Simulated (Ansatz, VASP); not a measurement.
## Two plane-wave programs on CuAs

Contents of INCAR:

```
SYSTEM = CuAs
  ALGO = Normal
  EDIFF = 1E-6
  ENCUT = 520
  ISIF = 2
  ISMEAR = 0
  LASPH = .True.
  LCHARG = .False.
  LREAL = .False.
  LWAVE = .False.
  NBANDS = 24
  NELM = 60
  PREC = Accurate
  SIGMA = 0.15
```

The input KPOINTS:

```
k-points
0
Gamma
  15 15 10
  0 0 0
```

File POSCAR:

```
CuAs
1.0
    3.8002574268      0.0000000000      0.0000000000
   -1.9001287134      3.2911194725      0.0000000000
    0.0000000000      0.0000000000      5.1900115678
Cu As
2 2
Direct
    0.0000000000      0.0000000000      0.5000000000
    0.0000000000      0.0000000000      0.0000000000
    0.6666666667      0.3333333333      0.7500000000
    0.3333333333      0.6666666667      0.2500000000
```

Input for Ansatz:

```yaml
crystal:
  lattice:
    - [3.8002574268, 0.0, 0.0]
    - [-1.9001287134, 3.2911194725, 0.0]
    - [0.0, 0.0, 5.1900115678]
  atoms:
    - { symbol: Cu, position: [0.0, 0.0, 0.5] }
    - { symbol: Cu, position: [0.0, 0.0, 0.0] }
    - { symbol: As, position: [0.6666666667, 0.3333333333, 0.75] }
    - { symbol: As, position: [0.3333333333, 0.6666666667, 0.25] }
basis:
  ecutwfc: 520.0
kpoints:
  mp_grid: { grid: [15, 15, 10] }
hamiltonian:
  xc: lda
scf:
  occupations: { method: gaussian, width: 0.15 }
output:
  forces: true
  stress: true
  eigenvalues: true
```

Alike in both runs: task single point; functional LDA; k mesh 15 × 15 × 10; occupations gaussian, width 0.15 eV; no spin polarisation.

|  | VASP | Ansatz |
| --- | --- | --- |
| version | VASP 6.6.1 | Ansatz 0.2.0 |
| potentials or method | VASP PAW LDA potentials, release 64 (Cu, As), cutoff 520 eV | scalar-relativistic, plane waves, PAW |
| valence electrons in the cell | 32 | 68 |

```csv
,VASP,Ansatz,Ansatz less VASP
gap on the k mesh at the Fermi level (eV),none,none,-
pressure (GPa),-7.7,-8.1,-0.40
"traceless stress, the component that is largest in VASP (GPa)",-3.68,-3.74,-0.063
```

LDA's correlation is that of Perdew and Zunger in VASP and of Perdew and Wang (1992) in Ansatz. A gap of «none» marks a metal or a gap that the smearing closes. VASP's potentials hold 32 valence electrons a cell and Ansatz's 68, so a difference there can come from the potentials and not from the codes.
